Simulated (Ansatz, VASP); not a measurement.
## PbS in VASP and in Ansatz

```xyz
2
Lattice="0.0000 3.3848 3.3848 3.3848 0.0000 3.3848 3.3848 3.3848 0.0000" Properties=species:S:1:pos:R:3 pbc="T T T"
Pb    0.0000    0.0000    0.0000
S     1.6924    1.6924    1.6924
```

Change from the starting cell: hydrostatic strain +2.5%.

Alike in both runs: task single point; functional PBE; k mesh 6 × 6 × 6; occupations fermi-dirac, width 0.02 eV; no spin polarisation.

|  | VASP | Ansatz |
| --- | --- | --- |
| version | VASP 6.6.1 | Ansatz 0.2.0 |
| potentials or method | VASP PAW PBE potentials, release 64 (Pb_d, S) | plane waves, PAW |
| plane-wave cutoff (eV) | 520 | 420 |
| valence electrons in the cell | 20 | 20 |

```csv
,VASP,Ansatz,Ansatz less VASP
gap on the k mesh at the Fermi level (eV),1.06,1.05,-0.003
pressure (GPa),-1.8,-1.7,+0.05
```

Neither program's run includes spin-orbit coupling.
